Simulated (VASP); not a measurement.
# MgCd3Te4 (P3m1) in VASP: a series of runs

MgCd3Te4 is run at these levels: PBE; tasks: single point, relaxation of cell and atoms.

All numbers are computed with VASP 6.6.1; they aren't measurements. Logs are shortened: lines on timing, memory, paths and dates and some standing lists are left out, and cuts for length are marked.

## Step 1: The cell of the first run

Symmetry: P3m1, No. 156, trigonal system. The conventional cell has a = 4.326 Å, b = 4.326 Å, c = 14.020 Å, α = 90.00°, β = 90.00°, γ = 120.00°. Mg (site symmetry 3m) has 4 Te at 2.64 to 2.65 Å within 3.5 Å. Within 3.5 Å of Cd (site symmetry 3m) lie 4 Te at 2.64 to 2.65 Å. Within 3.5 Å of Cd (site symmetry 3m) lie 4 Te at 2.64 to 2.65 Å. Within 3.5 Å of Cd (site symmetry 3m) lie 4 Te at 2.64 to 2.65 Å. Te (site symmetry 3m) has 4 Cd at 2.64 to 2.65 Å within 3.5 Å. Within 3.5 Å of Te (site symmetry 3m) lie 3 Cd at 2.64 Å and 1 Mg at 2.65 Å. Within 3.5 Å of Te (site symmetry 3m) lie 3 Mg at 2.64 Å and 1 Cd at 2.65 Å. Within 3.5 Å of Te (site symmetry 3m) lie 4 Cd at 2.64 to 2.65 Å.

## Step 2: Single point, PBE

Input file INCAR:

```
ALGO = Normal ; EDIFF = 1E-6
ENCUT = 520 ; GGA = PE
ISIF = 2 ; ISMEAR = 0
LASPH = T ; LCHARG = F
LREAL = F ; LWAVE = F
NBANDS = 41 ; NELM = 60
PREC = Accurate ; SIGMA = 0.1
```

Input file KPOINTS:

```
k-points
0
Gamma
  6 6 2
```

Input file POSCAR:

```
MgCd3Te4
1.0
    4.3263183900      0.0000000000      0.0000000000
   -2.1631592000      3.7467016300      0.0000000000
    0.0000000000      0.0000000000     14.0204340400
Mg Cd Te
1 3 4
Direct
    0.3333333300      0.6666666700      0.4979955900
    0.3333333300      0.6666666700      0.9979955900
    0.6666666700      0.3333333300      0.2479955900
    0.6666666700      0.3333333300      0.7479955900
    0.3333333300      0.6666666700      0.1870044200
    0.3333333300      0.6666666700      0.6870044200
    0.6666666700      0.3333333300      0.4370044200
    0.6666666700      0.3333333300      0.9370044200
```

Potentials or basis: VASP PAW PBE potentials, release 64 (Mg, Cd, Te).

Command:

```sh
cat potpaw_PBE.64/Mg/POTCAR potpaw_PBE.64/Cd/POTCAR potpaw_PBE.64/Te/POTCAR > POTCAR
mpirun -np 1 vasp_std > vasp.out
```

OUTCAR:

```text
EDIFF = 1E-6
   ENCUT = 520
   GGA = PE
   ISIF = 2
   ISMEAR = 0
   LASPH = T
   LREAL = F
   NELM = 60
   PREC = Accurate

 ion  position               nearest neighbor table
   1  0.333  0.667  0.498-   7 2.64   7 2.64   7 2.64   6 2.65
   2  0.333  0.667  0.998-   8 2.64   8 2.64   8 2.64   5 2.65
   3  0.667  0.333  0.248-   5 2.64   5 2.64   5 2.64   7 2.65
   4  0.667  0.333  0.748-   6 2.64   6 2.64   6 2.64   8 2.65
   5  0.333  0.667  0.187-   3 2.64   3 2.64   3 2.64   2 2.65
   6  0.333  0.667  0.687-   4 2.64   4 2.64   4 2.64   1 2.65
   7  0.667  0.333  0.437-   1 2.64   1 2.64   1 2.64   3 2.65
   8  0.667  0.333  0.937-   2 2.64   2 2.64   2 2.64   4 2.65

  LATTYP: Found a hexagonal cell.
 ALAT       =     4.3263183900
 C/A-ratio  =     3.2407309810

  Lattice vectors:

 A1 = (   4.3263183900,   0.0000000000,   0.0000000000)
 A2 = (  -2.1631592000,   3.7467016300,   0.0000000000)
 A3 = (   0.0000000000,   0.0000000000,  14.0204340400)

Analysis of symmetry for initial positions (statically):
=====================================================================
 Subroutine PRICEL returns:
 Original cell was already a primitive cell.

 Routine SETGRP: Setting up the symmetry group for a
 hexagonal supercell.

 Subroutine GETGRP returns: Found  6 space group operations
 (whereof  6 operations were pure point group operations)
 out of a pool of 24 trial point group operations.

The static configuration has the point symmetry C_3v.

Analysis of symmetry for dynamics (positions and initial velocities):
=====================================================================
 Subroutine PRICEL returns:
 Original cell was already a primitive cell.

 Routine SETGRP: Setting up the symmetry group for a
 hexagonal supercell.

 Subroutine GETGRP returns: Found  6 space group operations
 (whereof  6 operations were pure point group operations)
 out of a pool of 24 trial point group operations.

The dynamic configuration has the point symmetry C_3v.

 Subroutine INISYM returns: Found  6 space group operations
 (whereof  6 operations are pure point group operations),
 and found     1 'primitive' translations

----------------------------------------------------------------------------------------

                                     Primitive cell

  volume of cell :     227.2632

  direct lattice vectors                    reciprocal lattice vectors
     4.326318390  0.000000000  0.000000000     0.231143413  0.133450712  0.000000000
    -2.163159200  3.746701630  0.000000000     0.000000000  0.266901424  0.000000000
     0.000000000  0.000000000 14.020434040     0.000000000  0.000000000  0.071324468

  length of vectors
     4.326318390  4.326318392 14.020434040     0.266901424  0.266901424  0.071324468

  position of ions in fractional coordinates (direct lattice)
     0.333333330  0.666666670  0.497995590
     0.333333330  0.666666670  0.997995590
     0.666666670  0.333333330  0.247995590
     0.666666670  0.333333330  0.747995590
     0.333333330  0.666666670  0.187004420
     0.333333330  0.666666670  0.687004420
     0.666666670  0.333333330  0.437004420
     0.666666670  0.333333330  0.937004420

  ion indices of the primitive-cell ions
   primitive index   ion index
                 1           1
                 2           2
                 3           3
                 4           4
                 5           5
                 6           6
                 7           7
                 8           8

----------------------------------------------------------------------------------------

 KPOINTS: k-points

Automatic generation of k-mesh.
 Grid dimensions read from file:
 generate k-points for:    6    6    2

 Generating k-lattice:

  Cartesian coordinates                     Fractional coordinates (reciprocal lattice)
     0.038523902  0.022241785  0.000000000     0.166666667  0.000000000  0.000000000
     0.000000000  0.044483571  0.000000000     0.000000000  0.166666667  0.000000000
[... 48 lines left out ...]
 maximum number of plane-waves:      6144
   NGX = 17   NGY = 17   NGZ = 53

 number of electron      61.9999989 magnetization

 Free energy of the ion-electron system (eV)
  ---------------------------------------------------
  ext. energy  EPLUGINS =         0.00000000
  ---------------------------------------------------
  free energy    TOTEN  =       -18.64500414 eV

  energy without entropy =      -18.64500414  energy(sigma->0) =      -18.64500414

 E-fermi :   4.4982     XC(G=0):  -9.1788

 val. band max:        4.0488093593   @ k =   0.0000   0.0000   0.0000
 cond. band min:       5.7163440765   @ k =   0.0000   0.0000   0.0000
 fundamental gap:      1.6675347173
 Fermi energy:         4.4981531996

 k-point     1 :       0.0000    0.0000    0.0000
  band No.  band energies     occupation
      1      -8.1364      2.00000
      2      -7.8497      2.00000
      3      -7.7142      2.00000
      4      -7.2693      2.00000
      5      -4.9052      2.00000
      6      -4.9052      2.00000
[... 33 lines left out ...]
     40       8.9700      0.00000
     41       9.0773      0.00000

 k-point     2 :       0.1667    0.0000    0.0000
  band No.  band energies     occupation
      1      -8.0090      2.00000
      2      -7.7540      2.00000
      3      -7.6200      2.00000
      4      -7.1782      2.00000
      5      -4.8718      2.00000
      6      -4.8565      2.00000
[... 33 lines left out ...]
     40       9.1212      0.00000
     41       9.6151      0.00000

 k-point     3 :       0.3333    0.0000    0.0000
  band No.  band energies     occupation
      1      -7.7398      2.00000
      2      -7.5737      2.00000
      3      -7.4346      2.00000
      4      -6.9713      2.00000
      5      -4.8205      2.00000
      6      -4.8137      2.00000
[... 435 lines left out ...]
      2      -7.5042      2.00000
      3      -7.3470      2.00000
      4      -6.8511      2.00000
      5      -4.8121      2.00000
      6      -4.7844      2.00000
[... 33 lines left out ...]
     40       9.4008      0.00000
     41       9.5420      0.00000

 k-point    14 :       0.3333    0.3333    0.5000
  band No.  band energies     occupation
      1      -7.5044      2.00000
      2      -7.4886      2.00000
      3      -7.3062      2.00000
      4      -6.7873      2.00000
      5      -4.8165      2.00000
      6      -4.7448      2.00000
[... 33 lines left out ...]
     40      10.1246      0.00000
     41      10.1696      0.00000

------------------------ aborting loop because EDIFF is reached ----------------------------------------

  FORCE on cell =-STRESS in cart. coord.  units (eV):
  Direction    XX          YY          ZZ          XY          YZ          ZX
  --------------------------------------------------------------------------------------
  -------------------------------------------------------------------------------------
  Total       19.9892647     19.9892647     20.2951619     -0.0000000      0.0000000      0.0000000
  in kB      140.9218568    140.9218568    143.0783942     -0.0000002      0.0000000      0.0000000
  external PRESSURE =     141.6407026 kB  Pullay stress =       0.0000000 kB

 VOLUME and BASIS-vectors are now :
 -----------------------------------------------------------------------------
  energy-cutoff  :      520.00
  volume of cell :      227.26
      direct lattice vectors                 reciprocal lattice vectors
     4.326318390  0.000000000  0.000000000     0.231143413  0.133450712  0.000000000
    -2.163159200  3.746701630  0.000000000     0.000000000  0.266901424  0.000000000
     0.000000000  0.000000000 14.020434040     0.000000000  0.000000000  0.071324468

 POSITION                                       TOTAL-FORCE (eV/Angst)
 -----------------------------------------------------------------------------------
     -0.00000      2.49780      6.98211         0.000000     -0.000000      0.004738
     -0.00000      2.49780     13.99233         0.000000     -0.000000      0.049962
      2.16316      1.24890      3.47701         0.000000     -0.000000      0.075349
      2.16316      1.24890     10.48722        -0.000000     -0.000000      0.056540
     -0.00000      2.49780      2.62188        -0.000000     -0.000000     -0.059568
     -0.00000      2.49780      9.63210        -0.000000      0.000000     -0.636098
      2.16316      1.24890      6.12699         0.000000     -0.000000      0.557396
      2.16316      1.24890     13.13721         0.000000      0.000000     -0.048318
 -----------------------------------------------------------------------------------
    total drift:                               -0.000012      0.000007     -0.003254

  FREE ENERGIE OF THE ION-ELECTRON SYSTEM (eV)
  ---------------------------------------------------
  free  energy   TOTEN  =       -18.6450041440 eV

  energy  without entropy=      -18.6450041440  energy(sigma->0) =      -18.64500414
```

Run time: 1.7 min. Hardware: 1 thread of AMD EPYC 9R45 (Zen 5), shared host; peak memory 0.35 GiB.

What came out:

- Free energy: -18.6450 eV
- Pressure: 14.2 GPa
- Largest force: 0.636 eV/Å
- Band gap on the k mesh: 1.67 eV

Forces on the atoms (eV/Å):
```
Mg   0.000  0.000  0.005
Cd   0.000  0.000  0.050
Cd   0.000  0.000  0.075
Cd   0.000  0.000  0.057
Te   0.000  0.000 -0.060
Te   0.000  0.000 -0.636
Te   0.000  0.000  0.557
Te   0.000  0.000 -0.048
```

Caveat: the cell stands under pressure; spin-orbit coupling is left out, which moves the levels of the heavy elements.

## Step 3: Single point, PBE

This run uses another cell than the first one, of 35.64 Å³/atom.

Input file INCAR:

```
PREC = Accurate
ENCUT = 520
EDIFF = 1E-7
ISMEAR = 0
SIGMA = 0.1
LREAL = F
LASPH = T
NELM = 100
ALGO = Normal
ISIF = 2
LWAVE = F
LCHARG = T
GGA = PE
LELF = T
LVHAR = T
NBANDS = 41
```

Input file KPOINTS:

```
regular mesh
0
Gamma
  6 6 2
```

Input file POSCAR:

```
MgCd3Te4
1.0
    4.6519491575      0.0000000031      0.0000000000
   -2.3259745815      4.0287061460      0.0000000000
    0.0000000000      0.0000000000     15.2133985396
Mg Cd Te
1 3 4
Direct
    0.3333333333      0.6666666667      0.4971574064
    0.3333333333      0.6666666667      0.9990350903
    0.6666666667      0.3333333333      0.2514981028
    0.6666666667      0.3333333333      0.7472366048
    0.3333333333      0.6666666667      0.1872663526
    0.3333333333      0.6666666667      0.6827531753
    0.6666666667      0.3333333333      0.4397990995
    0.6666666667      0.3333333333      0.9352542083
```

Potentials or basis: VASP PAW PBE potentials, release 64 (Mg, Cd, Te).

Command:

```sh
cat potpaw_PBE.64/Mg/POTCAR potpaw_PBE.64/Cd/POTCAR potpaw_PBE.64/Te/POTCAR > POTCAR
mpirun -np 1 vasp_std > vasp.out
```

It took 2.6 min on 1 thread of AMD EPYC 9R45 (Zen 5), shared host; peak memory 0.44 GiB.

It converged, with:

```
Free energy            : -20.7986 eV
Pressure               : 0.3 GPa
Largest force          : 0.013 eV/Å
Band gap on the k mesh : 0.92 eV
```

Forces in eV/Å, atoms in the order of the input:
```
Mg   0.000  0.000  0.011
Cd   0.000  0.000 -0.010
Cd   0.000  0.000 -0.002
Cd   0.000  0.000 -0.013
Te   0.000  0.000  0.010
Te   0.000  0.000 -0.012
Te   0.000  0.000  0.003
Te   0.000  0.000  0.013
```

Levels at points of the mesh, in eV from the valence-band top:
| k point | band 28 | band 29 | band 30 | band 31 | band 32 | band 33 | band 34 | band 35 |
| --- | --- | --- | --- | --- | --- | --- | --- | --- |
| (0.00, 0.00, 0.00) | -0.30 | -0.12 | 0.00 | 0.00 | 0.92 | 1.78 | 2.06 | 2.58 |
| (0.50, 0.00, 0.00) | -1.25 | -1.20 | -1.17 | -0.69 | 2.26 | 2.42 | 2.56 | 3.00 |
| (0.00, 0.00, 0.50) | -0.21 | -0.21 | -0.04 | -0.04 | 1.63 | 1.76 | 1.84 | 2.50 |
| (0.50, 0.00, 0.50) | -1.13 | -1.02 | -0.92 | -0.81 | 2.16 | 2.38 | 2.61 | 2.86 |

Caveat: spin-orbit coupling is left out, which moves the levels of the heavy elements.

## Step 4: Single point, PBE

This run uses another cell than the first one, of 35.83 Å³/atom.

Input file INCAR:

```
SYSTEM = MgCd3Te4
PREC = Accurate
ENCUT = 520
EDIFF = 1E-6
ISMEAR = 0
SIGMA = 0.02
LREAL = .False.
LASPH = .True.
NELM = 100
ALGO = Normal
ISIF = 2
LWAVE = .False.
LCHARG = .False.
GGA = PE
NBANDS = 41
```

Input file KPOINTS:

```
regular mesh
0
Gamma
  6 6 2
  0 0 0
```

Input file POSCAR:

```
MgCd3Te4
1.0
    4.6605771639      0.0000000000      0.0000000000
   -2.3302885820      4.0361782203      0.0000000000
    0.0000000000      0.0000000000     15.2376577209
Mg Cd Te
1 3 4
Direct
    0.3333333333      0.6666666667      0.4972790858
    0.3333333333      0.6666666667      0.9989415814
    0.6666666667      0.3333333333      0.2513665732
    0.6666666667      0.3333333333      0.7471565592
    0.3333333333      0.6666666667      0.1873179006
    0.3333333333      0.6666666667      0.6829071420
    0.6666666667      0.3333333333      0.4396659851
    0.6666666667      0.3333333333      0.9353652128
```

Command:

```sh
cat potpaw_PBE.64/Mg/POTCAR potpaw_PBE.64/Cd/POTCAR potpaw_PBE.64/Te/POTCAR > POTCAR
mpirun -np 1 vasp_std > vasp.out
```

Wall time 2.3 min (1 thread of AMD EPYC 9R45 (Zen 5), shared host); peak memory 0.45 GiB.

Results (log left out):

| Quantity | Value |
| --- | --- |
| Free energy | -20.8002 eV |
| Pressure | 0.1 GPa |
| Largest force | 0.016 eV/Å |
| Band gap on the k mesh | 0.90 eV |

Forces in eV/Å, atoms in the order of the input:
```
Mg   0.000  0.000  0.003
Cd   0.000  0.000  0.000
Cd   0.000  0.000  0.000
Cd   0.000  0.000  0.000
Te   0.000  0.000  0.000
Te   0.000  0.000 -0.016
Te   0.000  0.000  0.013
Te   0.000  0.000  0.000
```

Levels at points of the mesh, in eV from the valence-band top:
| k point | band 27 | band 28 | band 29 | band 30 | band 31 | band 32 | band 33 | band 34 | band 35 | band 36 |
| --- | --- | --- | --- | --- | --- | --- | --- | --- | --- | --- |
| (0.00, 0.00, 0.00) | -0.30 | -0.30 | -0.11 | 0.00 | 0.00 | 0.90 | 1.77 | 2.04 | 2.57 | 4.66 |
| (0.50, 0.00, 0.00) | -1.26 | -1.23 | -1.18 | -1.16 | -0.68 | 2.26 | 2.42 | 2.56 | 3.00 | 3.75 |
| (0.00, 0.00, 0.50) | -0.53 | -0.21 | -0.21 | -0.04 | -0.04 | 1.62 | 1.74 | 1.83 | 2.50 | 4.59 |
| (0.50, 0.00, 0.50) | -1.47 | -1.12 | -1.01 | -0.91 | -0.80 | 2.16 | 2.38 | 2.60 | 2.87 | 4.13 |

Caveat: spin-orbit coupling is left out, which moves the levels of the heavy elements.

## Step 5: Relaxation of cell and atoms, PBE

Input file INCAR:

```
SYSTEM = MgCd3Te4
PREC = Accurate ; ENCUT = 600
EDIFF = 1E-6 ; ISMEAR = 0
SIGMA = 0.1 ; LREAL = .False.
LASPH = .True. ; NELM = 80
ALGO = Normal ; ISIF = 3
LWAVE = .False. ; LCHARG = .False.
GGA = PE ; IBRION = 2
NSW = 90 ; EDIFFG = -0.04
```

Input file KPOINTS:

```
Automatic mesh
0
Gamma
  6 6 2
  0 0 0
```

Input file POSCAR:

```
MgCd3Te4
1.0
    4.3263183900      0.0000000000      0.0000000000
   -2.1631592000      3.7467016300      0.0000000000
    0.0000000000      0.0000000000     14.0204340400
Mg Cd Te
1 3 4
Direct
    0.3333333300      0.6666666700      0.4979955900
    0.3333333300      0.6666666700      0.9979955900
    0.6666666700      0.3333333300      0.2479955900
    0.6666666700      0.3333333300      0.7479955900
    0.3333333300      0.6666666700      0.1870044200
    0.3333333300      0.6666666700      0.6870044200
    0.6666666700      0.3333333300      0.4370044200
    0.6666666700      0.3333333300      0.9370044200
```

Command:

```sh
cat potpaw_PBE.64/Mg/POTCAR potpaw_PBE.64/Cd/POTCAR potpaw_PBE.64/Te/POTCAR > POTCAR
mpirun -np 1 vasp_std > vasp.out
```

Wall time 9.7 min (1 thread of AMD EPYC 9R45 (Zen 5), shared host); peak memory 0.46 GiB.

It converged, with:

| Quantity | Value |
| --- | --- |
| Free energy | -20.7920 eV |
| Relaxed volume | 35.90 Å³/atom |
| Relaxed cell | a = 4.661 Å, b = 4.661 Å, c = 15.264 Å, α = 90.00°, β = 90.00°, γ = 120.00° |
| Space group after relaxing (to 0.1 Å) | P3m1 (No. 156) |
| Energy gained by relaxing | 268.4 meV/atom |
| Ionic steps | 8 |
| Pressure after relaxing | 0.0 GPa |
| Largest force after relaxing | 0.038 eV/Å |
| Band gap on the k mesh | 0.90 eV |

Forces on the atoms (eV/Å):
```
Mg   0.000  0.000  0.004
Cd   0.000  0.000  0.012
Cd   0.000  0.000  0.038
Cd   0.000  0.000 -0.032
Te   0.000  0.000  0.032
Te   0.000  0.000 -0.004
Te   0.000  0.000 -0.019
Te   0.000  0.000 -0.030
```

Stress tensor (GPa, compression positive):
```
 0.03  0.00  0.00
 0.00  0.03  0.00
 0.00  0.00 -0.05
```

Step by step:
```
step  energy change (eV)  largest force (eV/Å)  pressure (GPa)  volume (Å³)
   1              0.0000                0.6358           14.13       227.26
   2             -1.8127                0.1028           -2.93       320.02
   3             -2.1403                0.1160            0.11       286.53
   4             -2.1406                0.1131           -0.04       287.81
   5             -2.1424                0.1081           -0.04       287.76
   6             -2.1456                0.0933           -0.03       287.58
   7             -2.1460                0.0862           -0.02       287.50
   8             -2.1474                0.0382            0.00       287.22
```

Final structure:
```xyz
8
Lattice="4.6613 0.0000 0.0000 -2.3307 4.0368 0.0000 0.0000 0.0000 15.2638" Properties=species:S:1:pos:R:3 pbc="T T T"
Mg    0.0000    2.6912    7.5931
Cd    0.0000    2.6912   15.2431
Cd    2.3307    1.3456    3.8263
Cd    2.3307    1.3456   11.4185
Te    0.0000    2.6912    2.8474
Te    0.0000    2.6912   10.4272
Te    2.3307    1.3456    6.7088
Te    2.3307    1.3456   14.2859
```

Levels at points of the mesh, in eV from the valence-band top:
```
           k point  band 29  band 30  band 31  band 32  band 33  band 34
(0.00, 0.00, 0.00)    -0.11     0.00     0.00     0.90     1.76     2.05
(0.50, 0.00, 0.00)    -1.18    -1.14    -0.68     2.25     2.42     2.56
(0.00, 0.00, 0.50)    -0.20    -0.04    -0.04     1.61     1.76     1.82
(0.50, 0.00, 0.50)    -1.00    -0.89    -0.80     2.16     2.38     2.60
```

Caveat: the volume moved by over 15 % at a fixed basis, so the end points are rough; spin-orbit coupling is left out, which moves the levels of the heavy elements.

## Step 6: Overview

| task | cell | cutoff (eV) | smearing | gap on the mesh (eV) | pressure (GPa) | largest force (eV/Å) |
| --- | --- | --- | --- | --- | --- | --- |
| single point | a = 4.326, b = 4.326, c = 14.020 Å, angles 90.0, 90.0, 120.0°, 8 atoms, atomic positions A | 520 | gaussian 0.1 eV | 1.67 | 14.2 | 0.64 |
| single point | a = 4.652, b = 4.652, c = 15.213 Å, angles 90.0, 90.0, 120.0°, 8 atoms, atomic positions B | 520 | gaussian 0.1 eV | 0.92 | 0.3 | 0.01 |
| single point | a = 4.661, b = 4.661, c = 15.238 Å, angles 90.0, 90.0, 120.0°, 8 atoms, atomic positions C | 520 | gaussian 0.02 eV | 0.90 | 0.1 | 0.02 |
| relaxation of cell and atoms | relaxed from a = 4.326, b = 4.326, c = 14.020 Å, angles 90.0, 90.0, 120.0°, 8 atoms, atomic positions A | 600 | gaussian 0.1 eV | 0.90 | 0.0 | 0.04 |

Alike in all rows: level PBE; potentials or basis VASP PAW PBE potentials, release 64 (Mg, Cd, Te); no spin polarisation; k mesh 6 × 6 × 2.

Caveats: spin-orbit coupling is left out, which moves the levels of the heavy elements; the cell stands under pressure (at least some runs); the volume moved by over 15 % at a fixed basis, so the end points are rough (at least some runs).

Absolute energies hang on the potentials; compare differences alone.
